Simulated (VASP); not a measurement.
Crystal: AlSn.

```
CELL_PARAMETERS angstrom
4.19811 0.00000 0.00000
-2.09905 3.63567 0.00000
0.00000 0.00000 3.30685
ATOMIC_POSITIONS crystal
Sn 0.33333 0.66667 0.50000
Al 0.00000 0.00000 0.00000
```

| Item | Value |
| --- | --- |
| Program | VASP 6.6.1 |
| Task | relaxation of cell and atoms |
| Functional | PBE |
| Dispersion | D4 |
| Potentials or basis | VASP PAW PBE potentials, release 64 (Sn_d, Al) |
| Cutoff | 600 eV |
| k mesh | 7 × 7 × 8 |
| Occupations | fermi-dirac, width 0.05 eV |
| Spin | no spin polarisation |

At the start: pressure -1.9 GPa; volume 25.24 Å³/atom.

Task: How do energy, volume and symmetry change on relaxing?

Result: Over 5 steps the energy falls by 5.9 meV/atom and the volume is 24.29 Å³/atom (-3.7 %); space group P-6m2 (No. 187, to 0.05 Å).

Step by step:
```
step  energy change (eV)  largest force (eV/Å)  pressure (GPa)  volume (Å³)
   1              0.0000                0.0000           -1.88        50.47
   2             -0.0111                0.0000            0.36        48.34
   3             -0.0114                0.0000            0.04        48.62
   4             -0.0119                0.0000            0.02        48.59
   5             -0.0119                0.0000            0.00        48.59
```

Final structure:
```xyz
2
Lattice="4.1318 0.0000 0.0000 -2.0659 3.5782 0.0000 0.0000 0.0000 3.2864" Properties=species:S:1:pos:R:3 pbc="T T T"
Sn    0.0000    2.3855    1.6432
Al    0.0000    0.0000    0.0000
```

Caveat: pairwise dispersion overbinds metals, which lowers pressure and volume.
